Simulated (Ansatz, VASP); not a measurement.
Ga in VASP and in Ansatz

INCAR

```
PREC = Accurate
ENCUT = 520
EDIFF = 1E-7
ISMEAR = 0
SIGMA = 0.1
LREAL = F
LASPH = T
NELM = 80
ALGO = Fast
ISIF = 2
LWAVE = F
LCHARG = F
GGA = PS
NBANDS = 20
```

Contents of KPOINTS:

```
regular mesh
0
Gamma
  20 20 12
```

POSCAR

```
Ga
1.0
    1.7416049935     -2.1980789533     -0.0235099735
    1.7416049935      2.1980789533     -0.0235099735
   -1.5361468815      0.0000000000      5.0465052679
Ga
2
Direct
    0.8708889489      0.1291110511      0.7500000000
    0.1291110511      0.8708889489      0.2500000000
```

Input for Ansatz:

```yaml
crystal:
  lattice:
    - [1.7416049935, -2.1980789533, -0.0235099735]
    - [1.7416049935, 2.1980789533, -0.0235099735]
    - [-1.5361468815, 0.0, 5.0465052679]
  atoms:
    - { symbol: Ga, position: [0.8708889489, 0.1291110511, 0.75] }
    - { symbol: Ga, position: [0.1291110511, 0.8708889489, 0.25] }
basis:
  ecutwfc: 420
kpoints:
  mp_grid: { grid: [20, 20, 12] }
  band_path:
    path:
      - [[0.0, 0.0, 0.0], [-0.5, 0.5, 0.0], [-0.5, 0.5, 0.5], [0.0, 0.0, 0.5], [0.0, 0.0, 0.0]]
      - [[-0.5, 0.0, 0.5], [0.0, 0.0, 0.0], [-0.5, 0.0, 0.0]]
    npoints: 14
hamiltonian:
  xc: pbesol
scf:
  occupations: { method: gaussian, width: 0.1 }
  n_extra_bands: 6
output:
  forces: true
  stress: true
  eigenvalues: true
  populations: true
  dos: { projected: true, de: 0.02, nscf_kmesh: { grid: [24, 24, 15] } }
  bader: true
  write_density: true
  write_potential: true
  elf: true
  volumetric_format: npy
```

Alike in both runs: task single point; functional PBEsol; k mesh 20 × 20 × 12; occupations gaussian, width 0.1 eV; no spin polarisation.

|  | VASP | Ansatz |
| --- | --- | --- |
| version | VASP 6.6.1 | Ansatz 0.2.0 |
| potentials or method | VASP PAW PBE potentials, release 64 (Ga_d), cutoff 520 eV | scalar-relativistic, plane waves, PAW |
| valence electrons in the cell | 26 | 26 |

Ansatz gave:

* gap on the k mesh at the Fermi level (eV): none
* pressure (GPa): -3.4
* traceless stress, the component that is largest in VASP (GPa): 0.18

Task: What did VASP give for the same quantities?

Result: gap on the k mesh at the Fermi level (eV): none; pressure (GPa): -3.3; traceless stress, the component that is largest in VASP (GPa): 0.18.

VASP's potentials were made for PBE, not for PBEsol. A gap of «none» marks a metal or a gap that the smearing closes.
